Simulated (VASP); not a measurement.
Input of a VASP 6.6.1 run:

INCAR

```
SYSTEM = AlN
PREC = Accurate
ENCUT = 520
EDIFF = 1E-7
ISMEAR = 0
SIGMA = 0.01
LREAL = .False.
LASPH = .True.
NELM = 100
ALGO = Normal
ISIF = 2
LWAVE = .False.
LCHARG = .True.
GGA = PE
LELF = .True.
LVHAR = .True.
NBANDS = 11
```

File KPOINTS:

```
regular mesh
0
Gamma
  6 6 6
  0 0 0
```

Contents of POSCAR:

```
AlN
1.0
    0.0000000000      2.2722714690      2.0830640326
    2.2722714690      0.0000000000      2.0830640326
    2.2722714690      2.2722714690      0.0000000000
Al N
1 1
Direct
    0.0000000000      0.0000000000      0.0000000000
    0.2500000000      0.2500000000      0.2500000000
```

Potentials or basis: VASP PAW PBE potentials, release 64 (Al, N).

Run with:

```bash
$ cat potpaw_PBE.64/Al/POTCAR potpaw_PBE.64/N/POTCAR > POTCAR
$ mpirun -np 1 vasp_std > vasp.out
```

Predict the pressure.

-2.4 GPa.

Estimate the band gap on the k mesh.

2.90 eV, indirect (least direct gap 3.67 eV).

Stress tensor (GPa, compression positive):
```
-5.34  0.00  0.00
 0.00 -5.34  0.00
 0.00  0.00  3.59
```

Caveat: the cell differs from its parent crystal (epitaxial xy strain +4.0%). A k mesh can miss the band edges.
